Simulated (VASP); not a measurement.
BeS: single point with PBE

The system is BeS.

```xyz
2
Lattice="0.0000 2.4860 2.4860 2.4860 0.0000 2.4860 2.4860 2.4860 0.0000" Properties=species:S:1:pos:R:3 pbc="T T T"
Be    3.7290    3.7290    3.7290
S     0.0000    0.0000    0.0000
```

This cell differs from its parent crystal: volume scaled by 1.06.

- Program: VASP 6.6.1
- Task: single point
- Functional: PBE
- Potentials or basis: VASP PAW PBE potentials, release 64 (Be, S)
- Cutoff: 520 eV
- k mesh: 8 × 8 × 8
- Occupations: gaussian, width 0.02 eV
- Spin: no spin polarisation

The pressure is -4.8 GPa and the band gap on the k mesh is 3.26 eV, indirect (least direct gap 5.27 eV).

Levels at points of the mesh, in eV from the valence-band top:
```csv
k point,band 1,band 2,band 3,band 4,band 5,band 6,band 7,band 8
"(0.00, 0.00, 0.00)",-13.21,0.00,0.00,0.00,5.27,5.69,5.69,5.69
"(0.50, 0.00, 0.00)",-11.80,-5.32,-0.94,-0.94,5.21,6.57,6.57,10.84
"(0.50, 0.50, 0.00)",-11.33,-4.65,-2.39,-2.39,3.26,4.96,12.18,12.18
```

Wall time 15 s on 1 thread of Intel(R) Xeon(R) Platinum 8259CL CPU @ 2.50GHz (Skylake/Cascade Lake) (shared host), peak memory 0.15 GiB.

 A k mesh can miss the band edges.
